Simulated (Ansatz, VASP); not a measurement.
**Two plane-wave programs on Ti3Al**

The input INCAR:

```
SYSTEM = Ti3Al
PREC = Accurate ; ENCUT = 520
EDIFF = 1E-6 ; ISMEAR = 0
SIGMA = 0.1 ; LREAL = .False.
LASPH = .True. ; NELM = 150
ALGO = Normal ; ISIF = 2
LWAVE = .False. ; LCHARG = .False.
ISPIN = 2 ; MAGMOM = 1 1 1 0
LORBIT = 11 ; LMAXMIX = 4
GGA = PE ; NBANDS = 32
```

Contents of KPOINTS:

```
Automatic mesh
0
Gamma
  4 4 4
  0 0 0
```

File POSCAR:

```
Ti3Al
1.0
    4.0528045027      0.0000000000      0.0000000000
    0.0000000000      4.0528045027      0.0000000000
    0.0000000000      0.0000000000      4.0528045027
Ti Al
3 1
Direct
    0.0000000000      0.5000000000      0.5000000000
    0.5000000000      0.0000000000      0.5000000000
    0.5000000000      0.5000000000      0.0000000000
    0.0000000000      0.0000000000      0.0000000000
```

Input for Ansatz:

```yaml
crystal:
  lattice:
    - [4.0528045027, 0.0, 0.0]
    - [0.0, 4.0528045027, 0.0]
    - [0.0, 0.0, 4.0528045027]
  atoms:
    - { symbol: Ti, position: [0.0, 0.5, 0.5], spin: 1.0 }
    - { symbol: Ti, position: [0.5, 0.0, 0.5], spin: 1.0 }
    - { symbol: Ti, position: [0.5, 0.5, 0.0], spin: 1.0 }
    - { symbol: Al, position: [0.0, 0.0, 0.0] }
basis:
  ecutwfc: 420
kpoints:
  mp_grid: { grid: [4, 4, 4] }
hamiltonian:
  xc: pbe
scf:
  occupations: { method: gaussian, width: 0.1 }
  lower_state_search: "off"
output:
  forces: true
  stress: true
  eigenvalues: true
  populations: true
magnetization:
  spin_polarized: true
```

Alike in both runs: task single point; functional PBE; k mesh 4 × 4 × 4; occupations gaussian, width 0.1 eV; collinear spin.

|  | VASP | Ansatz |
| --- | --- | --- |
| version | VASP 6.6.1 | Ansatz 0.2.0 |
| potentials or method | VASP PAW PBE potentials, release 64 (Ti_sv, Al), cutoff 520 eV | scalar-relativistic, plane waves, PAW |
| valence electrons in the cell | 39 | 39 |

|  | VASP | Ansatz | Ansatz less VASP |
| --- | --- | --- | --- |
| gap on the k mesh at the Fermi level (eV) | none | none | - |
| pressure (GPa) | -0.3 | -0.1 | +0.15 |
| net moment per atom (μB) | 0.05 | 0.05 | +0.002 |
| size of the moment on the site where the two differ most (μB) | 0.05 | 0.05 | +0.004 |

Site moments also hang on the region over which each program counts them. A gap of «none» marks a metal or a gap that the smearing closes. With one functional, cell and mesh, what is left measures potentials, basis and numerics. Ansatz's warnings: seeded moment not kept.

The k mesh is coarse, so the values compare programs but aren't converged.
